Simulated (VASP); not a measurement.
Input of a VASP 6.6.1 run:

File POSCAR:

```
SnO2
1.0
   -2.0164970790      2.0164970790      5.1671543172
    2.0164970790     -2.0164970790      5.1671543172
    2.0164970790      2.0164970790     -5.1671543172
Sn O
2 4
Direct
    0.7500000000      0.2500000000      0.5000000000
    0.0000000000      0.0000000000      0.0000000000
    0.7978657053      0.7978657053      0.0000000000
    0.9521342947      0.4521342947      0.5000000000
    0.2021342947      0.2021342947      0.0000000000
    0.5478657053      0.0478657053      0.5000000000
```

File INCAR.step1:

```
PREC     = Accurate       # precision mode
ENCUT    = 520            # plane-wave cutoff, eV
ISMEAR   = 0              # smearing method
SIGMA    = 0.02           # smearing width, eV
LREAL    = False          # projectors in reciprocal space
LASPH    = True           # aspherical terms in the spheres
NELM     = 60             # most SCF steps
NBANDS   = 35             # bands
GGA      = PE             # functional
ALGO     = Normal         # electronic algorithm
EDIFF    = 1E-4           # SCF threshold, eV
LWAVE    = True           # write WAVECAR
LCHARG   = False          # write CHGCAR
```

Contents of INCAR.step2:

```
PREC     = Accurate       # precision mode
ENCUT    = 520            # plane-wave cutoff, eV
EDIFF    = 1E-6           # SCF threshold, eV
ISMEAR   = 0              # smearing method
SIGMA    = 0.02           # smearing width, eV
LREAL    = False          # projectors in reciprocal space
LASPH    = True           # aspherical terms in the spheres
NELM     = 60             # most SCF steps
ALGO     = Normal         # electronic algorithm
ISIF     = 2              # what is computed and relaxed
LWAVE    = False          # write WAVECAR
LCHARG   = False          # write CHGCAR
METAGGA  = R2SCAN         # meta-GGA
LMIXTAU  = True         
NBANDS   = 35             # bands
ISTART   = 1
```

File KPOINTS:

```
regular mesh
0
Gamma
  10 10 10
```

Potentials or basis: VASP PAW PBE potentials, release 64 (Sn_d, O).

The run is started by

```sh
$ cat potpaw_PBE.64/Sn_d/POTCAR potpaw_PBE.64/O/POTCAR > POTCAR
$ cp INCAR.step1 INCAR
$ mpirun -np 1 vasp_std > vasp.out
$ cp INCAR.step2 INCAR
$ mpirun -np 1 vasp_std > vasp.out
```

**Question.** Predict the pressure.

**Answer.** -3.7 GPa.

**Question.** Predict the largest force.

**Answer.** 0.044 eV/Å.

**Question.** What does it give for the band gap on the k mesh?

**Answer.** 2.09 eV (least direct gap 2.44 eV).

Stress tensor (GPa, compression positive):
```
-3.81  0.00  0.00
 0.00 -3.81  0.00
 0.00  0.00 -3.38
```

Caveat: the cell stands under tension; the PAW data sets were made with another functional, which shifts forces and pressure a little; spin-orbit coupling is left out, which moves the levels of the heavy elements. A k mesh can miss the band edges.
